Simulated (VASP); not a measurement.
## Cu2H3: single point with PBE

Cu2H3:

```
CELL_PARAMETERS angstrom
2.77199 0.00000 0.00000
0.00000 4.81453 0.00000
0.00000 0.00000 4.96327
ATOMIC_POSITIONS crystal
Cu 0.50000 0.50000 0.50000
Cu 0.50000 0.00000 0.50000
H 0.00000 0.00000 0.50000
H 0.50000 0.00000 0.00000
H 0.00000 0.00000 0.00000
```

The cell was generated, and may not be a known phase.

```
Program             : VASP 6.6.1
Task                : single point
Functional          : PBE
Potentials or basis : VASP PAW PBE potentials, release 64 (Cu, H)
Cutoff              : 520 eV
k mesh              : 6 × 4 × 4
Occupations         : gaussian, width 0.1 eV
Spin                : no spin polarisation
```

| Property | Result |
| --- | --- |
| Pressure | 0.0 GPa |
| Band gap on the k mesh | zero (an odd number of electrons rules out a gap without spin polarisation) |

Stress tensor (GPa, compression positive):
```
-0.01  0.00  0.00
 0.00  0.27  0.00
 0.00  0.00 -0.21
```

Levels at points of the mesh, in eV from the Fermi level:
```csv
k point,band 11,band 12,band 13,band 14,band 15,band 16
"(0.00, 0.00, 0.00)",-0.81,-0.76,1.39,2.03,2.68,7.92
"(0.50, 0.00, 0.00)",-0.82,-0.16,0.00,2.81,4.01,5.41
"(0.00, 0.50, 0.00)",-0.98,-0.80,-0.76,3.52,4.86,6.51
"(0.50, 0.50, 0.00)",-0.86,-0.86,0.07,2.60,3.07,3.67
"(0.00, 0.00, 0.50)",-0.81,-0.76,1.69,2.90,3.18,7.14
"(0.50, 0.00, 0.50)",-0.82,-0.82,-0.22,1.52,4.17,5.66
"(0.00, 0.50, 0.50)",-0.98,-0.95,-0.76,2.41,6.97,8.95
"(0.50, 0.50, 0.50)",-0.81,-0.58,-0.21,1.90,2.93,3.35
```

Wall time 94 s on 1 thread of Oxide Virtual Turin-like Processor, with other jobs on the host, peak memory 0.17 GiB.

Caveat: the k points lie up to 0.38 Å⁻¹ apart, too coarse for converged energies and pressures of a metal; an odd number of electrons without spin polarisation forces a metal; a magnetic or distorted state may lie lower.
